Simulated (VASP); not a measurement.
Ge, 8 atoms in the cell. It takes space group R-3 (No. 148, trigonal). The conventional cell has a = 9.565 Å, b = 9.565 Å, c = 6.087 Å, α = 90.00°, β = 90.00°, γ = 120.00°. Within 3.2 Å of Ge (site symmetry 3) lie 4 Ge at 2.41 to 2.63 Å. Ge (site symmetry 1) has 4 Ge at 2.41 to 2.53 Å within 3.2 Å. 

| Property | Result |
| --- | --- |
| Program | VASP 6.6.1 |
| Task | single point |
| Functional | LDA |
| Potentials or basis | VASP PAW LDA potentials, release 64 (Ge_d) |
| Cutoff | 520 eV |
| k mesh | 9 × 9 × 9 |
| Occupations | gaussian, width 0.15 eV |
| Spin | no spin polarisation |
| Dipole correction | no |
| Further INCAR settings | ALGO = Normal; EDIFF = 1e-07; NBANDS = 66 |

Potentials or basis: VASP PAW LDA potentials, release 64 (Ge_d).

Run with:

```console
$ cat potpaw_LDA.64/Ge_d/POTCAR > POTCAR
$ mpirun -np 1 vasp_std > vasp.out
```

Hardware: 1 thread of AMD EPYC 9R45 96-Core Processor (Zen 5) (shared host).

How long does it take, and how much memory?

It took 15 min on 1 thread of AMD EPYC 9R45 96-Core Processor (Zen 5), with other jobs on the host, peak memory 0.82 GiB. Counts: scf iterations 15, k points 125.
